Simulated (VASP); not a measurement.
Gd:

```
Gd
1.0
     3.48415    0.00000    0.00000
    -1.74208    3.01737    0.00000
     0.00000    0.00000    5.58672
Gd
2
Cartesian
  0.0000 2.0116 1.3967
  1.7421 1.0058 4.1900
```

Base run:

| Item | Value |
| --- | --- |
| Program | VASP 6.6.1 |
| Functional | LDA |
| Potentials or basis | VASP PAW PBE potentials, release 64 (Gd) |
| Cutoff | 520 eV |
| k mesh | 10 × 10 × 6 |
| Occupations | fermi-dirac, width 0.6 eV |
| Spin | collinear spin, ferromagnetic start |
| Starting moments | [7.214, 7.214] μB |

Its results: pressure 4.6 GPa; net moment 13.67 μB per cell; site moments Gd +6.45 μB.

**Question.** After a change of settings the same cell gave: pressure 0.1 GPa; net moment 14.72 μB per cell; site moments Gd +6.91 μB. Which change was it?
A. occupations from fermi-dirac, width 0.6 eV to fermi-dirac, width 0.3 eV
B. occupations from fermi-dirac, width 0.6 eV to methfessel-paxton, width 0.6 eV; further incar settings from ALGO = Normal; EDIFF = 1e-06; NBANDS = 29 to ALGO = Normal; EDIFF = 1e-07; NBANDS = 29
C. occupations from fermi-dirac, width 0.6 eV to methfessel-paxton, width 0.01 eV

**Answer.** C.

Caveats: the PAW data sets were made with another functional, which shifts forces and pressure a little; the highest band is partly filled, so the run has too few bands (at least some runs); the cell stands under pressure (at least some runs); so wide a smearing shifts energies and pressures (at least some runs).
